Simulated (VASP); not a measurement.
Input of a VASP 6.6.1 run:

The input INCAR:

```
SYSTEM = ZnCu
PREC     = Accurate       ! precision mode
ENCUT    = 520            ! plane-wave cutoff, eV
EDIFF    = 1E-6           ! SCF threshold, eV
ISMEAR   = 0              ! smearing method
SIGMA    = 0.1            ! smearing width, eV
LREAL    = .False.        ! projectors in reciprocal space
LASPH    = .True.         ! aspherical terms in the spheres
NELM     = 100            ! most SCF steps
ALGO     = Normal         ! electronic algorithm
ISIF     = 2              ! what is computed and relaxed
LWAVE    = .False.        ! write WAVECAR
LCHARG   = .True.         ! write CHGCAR
GGA      = PE             ! functional
LELF     = .True.         ! ELF
LVHAR    = .True.       
NBANDS   = 56             ! bands
```

The input KPOINTS:

```
regular mesh
0
Gamma
  4 4 4
  0 0 0
```

POSCAR

```
ZnCu
1.0
    4.4031741617      0.0000000000      0.0000000000
    0.0000000000      5.2096786189      0.0000000000
    0.0000000000      0.0000000000      5.0734453779
Zn Cu
4 4
Direct
    0.5000000000      0.2499959521      0.1327442812
    0.5000000000      0.7500040479      0.1327442812
    0.0000000000      0.2500040479      0.8672557188
    0.0000000000      0.7499959521      0.8672557188
    0.0000000000      0.2500086103      0.3742574344
    0.0000000000      0.7499913897      0.3742574344
    0.5000000000      0.2499913897      0.6257425656
    0.5000000000      0.7500086103      0.6257425656
```

Potentials or basis: VASP PAW PBE potentials, release 64 (Zn, Cu).

Run with:

```console
$ cat potpaw_PBE.64/Zn/POTCAR potpaw_PBE.64/Cu/POTCAR > POTCAR
$ mpirun -np 1 vasp_std > vasp.out
```

Question: What does it give for the band gap on the k mesh?

Answer: Zero (bands 46 and 47 overlap by 4.04 eV).

Question: Predict the pressure.

Answer: 0.6 GPa.

Question: Estimate the largest force.

Answer: 0.005 eV/Å.

Forces in eV/Å, atoms in the order of the input:
```
Zn   0.000  0.000  0.004
Zn   0.000  0.000  0.004
Zn   0.000  0.000 -0.004
Zn   0.000  0.000 -0.004
Cu   0.000  0.000 -0.005
Cu   0.000  0.000 -0.005
Cu   0.000  0.000  0.005
Cu   0.000  0.000  0.005
```
